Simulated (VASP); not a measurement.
Ga: single point with PBEsol

Crystal: Ga.

```xyz
2
Lattice="1.3536 -4.1313 0.0000 1.3536 4.1313 0.0000 0.0000 0.0000 3.2030" Properties=species:S:1:pos:R:3 pbc="T T T"
Ga    1.3536   -3.0387    0.8008
Ga    1.3536    3.0387    2.4023
```

| Property | Result |
| --- | --- |
| Program | VASP 6.6.1 |
| Task | single point |
| Functional | PBEsol |
| Potentials or basis | VASP PAW PBE potentials, release 64 (Ga_d) |
| Cutoff | 520 eV |
| k mesh | 12 × 12 × 10 |
| Occupations | fermi-dirac, width 0.05 eV |
| Spin | no spin polarisation |
| Dipole correction | no |
| Further INCAR settings | ALGO = Normal; EDIFF = 1e-06; NBANDS = 20 |

```
Pressure               : -0.1 GPa
Band gap on the k mesh : zero (bands 13 and 14 overlap by 9.04 eV)
```

Levels at points of the mesh, in eV from the Fermi level:
| k point | band 9 | band 10 | band 11 | band 12 | band 13 | band 14 | band 15 | band 16 | band 17 | band 18 |
| --- | --- | --- | --- | --- | --- | --- | --- | --- | --- | --- |
| (0.00, 0.00, 0.00) | -14.74 | -14.62 | -11.54 | -2.72 | -2.26 | 2.35 | 6.11 | 10.05 | 10.43 | 10.94 |
| (0.50, 0.00, 0.00) | -14.68 | -14.61 | -6.05 | -5.22 | -1.69 | -0.25 | 6.21 | 6.97 | 8.94 | 9.41 |
| (0.50, 0.50, 0.00) | -14.70 | -14.66 | -9.60 | -8.90 | 4.49 | 5.28 | 6.36 | 6.39 | 8.07 | 10.06 |
| (0.00, 0.00, 0.50) | -14.67 | -14.67 | -7.78 | -7.78 | 1.31 | 1.31 | 1.90 | 1.90 | 12.46 | 12.46 |
| (0.50, 0.00, 0.50) | -14.61 | -14.61 | -2.57 | -2.57 | -1.51 | -1.51 | 1.97 | 1.97 | 4.45 | 4.45 |
| (0.50, 0.50, 0.50) | -14.74 | -14.74 | -6.09 | -6.09 | -4.55 | -4.55 | 10.90 | 10.90 | 11.77 | 11.77 |

It took 2.4 min on 1 thread of Intel Xeon 8259CL (shared host), peak memory 0.27 GiB.

Caveat: the PAW data sets were made with another functional, which shifts forces and pressure a little.
